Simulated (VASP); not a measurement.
# Ir (Fm-3m) in VASP: notebook

Ir is run at these levels: PBE; tasks: single point.

Program: VASP 6.6.1. These are calculated values, not measurements. Logs are shortened: lines on timing, memory, paths and dates and some standing lists are left out, and cuts for length are marked.

### 1 The cell of the first run

Symmetry: Fm-3m, No. 225, cubic system. The conventional cell has a = 3.840 Å, b = 3.840 Å, c = 3.840 Å, α = 90.00°, β = 90.00°, γ = 90.00°. Ir (site symmetry m-3m) has 12 Ir at 2.72 Å within 3.6 Å.

### 2 Single point, PBE, non-collinear spin, zero start, spin-orbit coupling

Contents of INCAR:

```
PREC = Accurate
ENCUT = 520
EDIFF = 1E-6
ISMEAR = 0
SIGMA = 0.05
LREAL = F
LASPH = T
NELM = 150
ALGO = Fast
ISIF = 2
LWAVE = F
LCHARG = T
MAGMOM = 0 0 0
LORBIT = 11
LSORBIT = T
GGA_COMPAT = F
LORBMOM = T
LMAXMIX = 4
GGA = PE
LVHAR = T
NBANDS = 20
```

Contents of KPOINTS:

```
regular mesh
0
Gamma
  8 8 8
```

Contents of POSCAR:

```
Ir
1.0
    0.0000000000      1.9200010851      1.9200010851
    1.9200010851      0.0000000000      1.9200010851
    1.9200010851      1.9200010851      0.0000000000
Ir
1
Direct
    0.0000000000      0.0000000000      0.0000000000
```

Potentials or basis: VASP PAW PBE potentials, release 64 (Ir).

Started as:

```console
$ cat potpaw_PBE.64/Ir/POTCAR > POTCAR
$ mpirun -np 1 vasp_ncl > vasp.out
```

OUTCAR:

```text
PREC = Accurate
   ENCUT = 520
   EDIFF = 1E-6
   ISMEAR = 0
   LREAL = F
   LASPH = T
   NELM = 150
   ISIF = 2
   LORBIT = 11
   LSORBIT = T
   GGA = PE

 ion  position               nearest neighbor table
   1  0.000  0.000  0.000-

  LATTYP: Found a face centered cubic cell.
 ALAT       =     3.8400021702

  Lattice vectors:

 A1 = (   0.0000000000,   1.9200010851,   1.9200010851)
 A2 = (   1.9200010851,   0.0000000000,   1.9200010851)
 A3 = (   1.9200010851,   1.9200010851,   0.0000000000)

Analysis of symmetry for initial positions (statically):
=====================================================================
 Subroutine PRICEL returns:
 Original cell was already a primitive cell.

 Routine SETGRP: Setting up the symmetry group for a
 face centered cubic supercell.

 Subroutine GETGRP returns: Found 48 space group operations
 (whereof 48 operations were pure point group operations)
 out of a pool of 48 trial point group operations.

The static configuration has the point symmetry O_h .

Analysis of symmetry for dynamics (positions and initial velocities):
=====================================================================
 Subroutine PRICEL returns:
 Original cell was already a primitive cell.

 Routine SETGRP: Setting up the symmetry group for a
 face centered cubic supercell.

 Subroutine GETGRP returns: Found 48 space group operations
 (whereof 48 operations were pure point group operations)
 out of a pool of 48 trial point group operations.

The dynamic configuration has the point symmetry O_h .

Analysis of structural, dynamic, and magnetic symmetry:
=====================================================================
 Subroutine PRICEL returns:
 Original cell was already a primitive cell.

 Routine SETGRP: Setting up the symmetry group for a
 face centered cubic supercell.

 Subroutine GETGRP returns: Found 48 space group operations
 (whereof 48 operations were pure point group operations)
 out of a pool of 48 trial point group operations.

The overall configuration has the point symmetry O_h .

 Subroutine INISYM returns: Found 48 space group operations
 (whereof 48 operations are pure point group operations),
 and found     1 'primitive' translations

----------------------------------------------------------------------------------------

                                     Primitive cell

  volume of cell :      14.1558

  direct lattice vectors                    reciprocal lattice vectors
     0.000000000  1.920001085  1.920001085    -0.260416519  0.260416519  0.260416519
     1.920001085  0.000000000  1.920001085     0.260416519 -0.260416519  0.260416519
     1.920001085  1.920001085  0.000000000     0.260416519  0.260416519 -0.260416519

  length of vectors
     2.715291574  2.715291574  2.715291574     0.451054643  0.451054643  0.451054643

  position of ions in fractional coordinates (direct lattice)
     0.000000000  0.000000000  0.000000000

  ion indices of the primitive-cell ions
   primitive index   ion index
                 1           1

----------------------------------------------------------------------------------------

 KPOINTS: regular mesh

Automatic generation of k-mesh.
 Grid dimensions read from file:
 generate k-points for:    8    8    8

 Generating k-lattice:

  Cartesian coordinates                     Fractional coordinates (reciprocal lattice)
    -0.032552065  0.032552065  0.032552065     0.125000000  0.000000000  0.000000000
     0.032552065 -0.032552065  0.032552065     0.000000000  0.125000000  0.000000000
     0.032552065  0.032552065 -0.032552065     0.000000000  0.000000000  0.125000000

  Length of vectors
     0.056381830  0.056381830  0.056381830

  Shift w.r.t. Gamma in fractional coordinates (k-lattice)
     0.000000000  0.000000000  0.000000000

 Subroutine IBZKPT returns following result:
 ===========================================

 Found     29 irreducible k-points:

 Following reciprocal coordinates:
            Coordinates               Weight
  0.000000  0.000000  0.000000      1.000000
  0.125000  0.000000  0.000000      8.000000
  0.250000  0.000000  0.000000      8.000000
  0.375000  0.000000  0.000000      8.000000
  0.500000  0.000000  0.000000      4.000000
  0.125000  0.125000  0.000000      6.000000
[... 16 lines left out ...]
  0.500000  0.250000  0.125000     48.000000
 -0.375000  0.250000  0.125000     24.000000
 [... further k-points ...]
   k-points           NKPTS =     29   k-points in BZ     NKDIM =     29   number of bands    NBANDS=     20
   number of dos      NEDOS =    301   number of ions     NIONS =      1
   total plane-waves  NPLWV =   8000
   dimension x,y,z NGX =    20 NGY =   20 NGZ =   20
   dimension x,y,z NGXF=    40 NGYF=   40 NGZF=   40
   ions per type =               1
   NGX,Y,Z   is equivalent  to a cutoff of  12.25, 12.25, 12.25 a.u.
   NGXF,Y,Z  is equivalent  to a cutoff of  24.49, 24.49, 24.49 a.u.
 SYSTEM =  unknown system
   PREC   = accura    normal or accurate (medium, high low for compatibility)
   ISTART =      0    job   : 0-new  1-cont  2-samecut
   ICHARG =      2    charge: 1-file 2-atom 10-const
   ISPIN  =      1    spin polarized calculation?
   LNONCOLLINEAR =      T non collinear calculations
   LSORBIT =      T    spin-orbit coupling
   LASPH  =      T    aspherical Exc in radial PAW
   ENCUT  =  520.0 eV  38.22 Ry    6.18 a.u.   5.05  5.05  5.05*2*pi/ulx,y,z
   NELM   =    150;   NELMIN=  2; NELMDL= -5     # of ELM steps
   EDIFF  = 0.1E-05   stopping-criterion for ELM
   LREAL  =      F    real-space projection
   EDIFFG = 0.1E-04   stopping-criterion for IOM
   NSW    =      0    number of steps for IOM
   IBRION =     -1    ionic relax: 0-MD 1-quasi-New 2-CG
   NFREE  =      0    steps in history (QN), initial steepest desc. (CG)
   ISIF   =      2    stress and relaxation
   ISYM   =      2    0-nonsym 1-usesym 2-fastsym
   POTIM  = 0.5000    time-step for ionic-motion
   TEBEG  =    0.0;   TEEND  =   0.0 temperature during run
   PSTRESS=    0.0 pullay stress
   NELECT =       9.0000    total number of electrons
   NUPDOWN=      -1.0000    fix difference up-down
   EMIN   =  10.00;   EMAX   =-10.00  energy-range for DOS
   EFERMI =   0.00;   METHOD = LEGACY
   ISMEAR =     0;   SIGMA  =   0.05  broadening in eV -4-tet -1-fermi 0-gaus
   EFERMI_NEDOS =   21; number of points for ismear=-14 and -15
   IALGO  =     68    algorithm
   IMIX   =      4    mixing-type and parameters
     AMIX     =   0.40;   BMIX     =  1.00
     AMIX_MAG =   1.60;   BMIX_MAG =  1.00
  volume/ion in A,a.u.               =      14.16        95.53
  Fermi-wavevector in a.u.,A,eV,Ry     =   1.407702  2.660172 26.961660  1.981626
  Thomas-Fermi vector in A             =   2.529935
   LORBIT       =     11    0 simple, 1 ext, 2 COOP (PROOUT), +10 PAW based schemes
   GGA     = PE    functional components
   LHFCALC =     F    Hartree Fock is set to
   AEXX    =    0.0000 exact exchange contribution
   IVDW    =     0    specifies the selected vdW correction
   LEPSILON=     F    determine dielectric tensor
   LRPA    =     F    only Hartree local field effects (RPA)
 RMM-DIIS sequential band-by-band and
 Gauss-broadening in eV      SIGMA  =   0.05
  energy-cutoff  :      520.00
  volume of cell :       14.16
 maximum number of plane-waves:       784
   NGX =  9   NGY =  9   NGZ =  9

 number of electron       9.0000000 magnetization      -0.0000000     -0.0000000     -0.0000000

 number of electron       9.0000000 magnetization       0.0000000      0.0000000      0.0000000

 number of electron       9.0000000 magnetization       0.0000000     -0.0000000      0.0000000

 number of electron       9.0000000 magnetization      -0.0000000      0.0000000     -0.0000000

 Free energy of the ion-electron system (eV)
  ---------------------------------------------------
  ext. energy  EPLUGINS =         0.00000000
  ---------------------------------------------------
  free energy    TOTEN  =        -9.15376572 eV

  energy without entropy =       -9.15042536  energy(sigma->0) =       -9.15209554

 E-fermi :  10.4263     XC(G=0): -13.9835

 val. band max:       10.4063901164   @ k =   0.3750   0.0000   0.0000
 cond. band min:      10.4381914625   @ k =  -0.3750   0.1250   0.0000
 fundamental gap:      0.0318013461
 Fermi energy:        10.4262651679

 k-point     1 :       0.0000    0.0000    0.0000
  band No.  band energies     occupation
      1      -0.7133      1.00000
      2      -0.7133      1.00000
      3       6.1582      1.00000
      4       6.1582      1.00000
      5       6.1582      1.00000
      6       6.1582      1.00000
[... 12 lines left out ...]
     19      30.4786      0.00000
     20      30.4786      0.00000

 k-point     2 :       0.1250    0.0000    0.0000
  band No.  band energies     occupation
      1      -0.0450      1.00000
      2      -0.0450      1.00000
      3       6.0030      1.00000
      4       6.0030      1.00000
      5       6.3351      1.00000
      6       6.3351      1.00000
[... 12 lines left out ...]
     19      31.5710      0.00000
     20      31.5710      0.00000

 k-point     3 :       0.2500    0.0000    0.0000
  band No.  band energies     occupation
      1       1.4820      1.00000
      2       1.4820      1.00000
      3       5.8949      1.00000
      4       5.8949      1.00000
      5       6.4129      1.00000
      6       6.4129      1.00000
[... 12 lines left out ...]
     19      34.2925      0.00000
     20      34.2993      0.00000

 k-point     4 :       0.3750    0.0000    0.0000
  band No.  band energies     occupation
      1       2.2588      1.00000
      2       2.2588      1.00000
      3       6.1222      1.00000
      4       6.1222      1.00000
      5       7.0327      1.00000
      6       7.0327      1.00000
[... 429 lines left out ...]
 k-point    23 :       0.5000    0.2500    0.1250
  band No.  band energies     occupation
      1       3.7172      1.00000
      2       3.7172      1.00000
      3       5.3278      1.00000
      4       5.3278      1.00000
      5       5.7228      1.00000
      6       5.7228      1.00000
[... 12 lines left out ...]
     19      31.9098      0.00000
     20      31.9098      0.00000

 k-point    24 :      -0.3750    0.2500    0.1250
  band No.  band energies     occupation
      1       3.7353      1.00000
      2       3.7353      1.00000
      3       5.0978      1.00000
      4       5.0978      1.00000
      5       6.6606      1.00000
      6       6.6606      1.00000
[... 12 lines left out ...]
     19      30.2823      0.00000
     20      30.2823      0.00000

 [... further k-points ...]

------------------------ aborting loop because EDIFF is reached ----------------------------------------

  FORCE on cell =-STRESS in cart. coord.  units (eV):
  Direction    XX          YY          ZZ          XY          YZ          ZX
  --------------------------------------------------------------------------------------
  -------------------------------------------------------------------------------------
  Total        1.0553430      1.0553430      1.0553430     -0.0000000     -0.0000000     -0.0000000
  in kB      119.4455011    119.4455011    119.4455011     -0.0000000     -0.0000000     -0.0000000
  external PRESSURE =     119.4455011 kB  Pullay stress =       0.0000000 kB

 VOLUME and BASIS-vectors are now :
 -----------------------------------------------------------------------------
  energy-cutoff  :      520.00
  volume of cell :       14.16
      direct lattice vectors                 reciprocal lattice vectors
     0.000000000  1.920001085  1.920001085    -0.260416519  0.260416519  0.260416519
     1.920001085  0.000000000  1.920001085     0.260416519 -0.260416519  0.260416519
     1.920001085  1.920001085  0.000000000     0.260416519  0.260416519 -0.260416519

 POSITION                                       TOTAL-FORCE (eV/Angst)
 -----------------------------------------------------------------------------------
      0.00000      0.00000      0.00000         0.000000     -0.000000     -0.000000
 -----------------------------------------------------------------------------------
    total drift:                               -0.000000     -0.000000     -0.000000

  FREE ENERGIE OF THE ION-ELECTRON SYSTEM (eV)
  ---------------------------------------------------
  free  energy   TOTEN  =        -9.1537657244 eV

  energy  without entropy=       -9.1504253604  energy(sigma->0) =       -9.15209554

 orbital moment (x)

 # of ion     p       d       tot
 ----------------------------------------
  1         0.000   0.000   0.000
 ----------------------------------------
            0.000   0.000   0.000

 orbital moment (y)

 # of ion     p       d       tot
 ----------------------------------------
  1         0.000  -0.000  -0.000
 ----------------------------------------
            0.000  -0.000  -0.000

 orbital moment (z)

 # of ion     p       d       tot
 ----------------------------------------
  1         0.000   0.000   0.000
 ----------------------------------------
            0.000   0.000   0.000

 Spin-Orbit-Coupling matrix elements

 Ion:    1  E_soc:     -0.7840149
 l=   1
     0.0000000    -0.0390177    -0.0390177
    -0.0390177     0.0000000    -0.0390177
    -0.0390177    -0.0390177     0.0000000
 l=   2
     0.0000000    -0.0154272     0.0000000    -0.0154272    -0.0762242
    -0.0154272     0.0000000    -0.0571682    -0.0154272    -0.0190561
     0.0000000    -0.0571682     0.0000000    -0.0571682     0.0000000
    -0.0154272    -0.0154272    -0.0571682     0.0000000    -0.0190561
    -0.0762242    -0.0190561     0.0000000    -0.0190561     0.0000000
 l=   3
     0.0000000     0.0000000     0.0000000     0.0000000     0.0000000     0.0000000     0.0000000
     0.0000000     0.0000000     0.0000000     0.0000000     0.0000000     0.0000000     0.0000000
     0.0000000     0.0000000     0.0000000     0.0000000     0.0000000     0.0000000     0.0000000
     0.0000000     0.0000000     0.0000000     0.0000000     0.0000000     0.0000000     0.0000000
     0.0000000     0.0000000     0.0000000     0.0000000     0.0000000     0.0000000     0.0000000
     0.0000000     0.0000000     0.0000000     0.0000000     0.0000000     0.0000000     0.0000000
     0.0000000     0.0000000     0.0000000     0.0000000     0.0000000     0.0000000     0.0000000

 total charge

# of ion       s       p       d       tot
------------------------------------------
    1        0.673   0.757   6.973   8.403

 magnetization (x)

# of ion       s       p       d       tot
------------------------------------------
    1        0.000   0.000   0.000   0.000

 magnetization (y)

# of ion       s       p       d       tot
------------------------------------------
    1        0.000   0.000  -0.000   0.000

 magnetization (z)

# of ion       s       p       d       tot
------------------------------------------
    1        0.000   0.000   0.000   0.000
```

Wall time 28 s (1 thread of AMD EPYC 7R13, shared host); peak memory 0.14 GiB.

What came out:

```
Free energy                                           : -9.1538 eV
Pressure                                              : 11.9 GPa
Net moment                                            : 0.00 μB per cell
Valence electrons inside the program's atomic spheres : Ir 8.40
```

Moments on the atoms (μB; x, y, z):
```
Ir  0.00 0.00 0.00
```

### 3 Single point, PBE, non-collinear spin, zero start, spin-orbit coupling (volume scaled by 1.05)

Changes to INCAR since step 2:

```diff
@@ -2,3 +2,3 @@
 ENCUT = 520
-EDIFF = 1E-6
+EDIFF = 1E-7
 ISMEAR = 0
@@ -8,3 +8,3 @@
 NELM = 150
-ALGO = Fast
+ALGO = Normal
 ISIF = 2
```

Contents of KPOINTS:

```
Automatic mesh
0
Gamma
  8 8 8
```

Contents of POSCAR:

```
Ir
1.0
    0.0000000000      1.9514821080      1.9514821080
    1.9514821080      0.0000000000      1.9514821080
    1.9514821080      1.9514821080      0.0000000000
Ir
1
Direct
    0.0000000000      0.0000000000      0.0000000000
```

Potentials or basis: VASP PAW PBE potentials, release 64 (Ir).

Started as:

```console
$ cat potpaw_PBE.64/Ir/POTCAR > POTCAR
$ mpirun -np 1 vasp_ncl > vasp.out
```

Wall time 47 s (1 thread of AMD EPYC 7R13, shared host); peak memory 0.17 GiB.

The run converged. Its results:

```yaml
Free_energy: -9.1670 eV
Pressure: -5.2 GPa
Net_moment: 0.00 μB per cell
Valence_electrons_inside_the_program's_atomic_spheres: Ir 8.24
```

Moments on the atoms (μB; x, y, z):
```
Ir  0.00 0.00 0.00
```

[end of part 1 of 2]
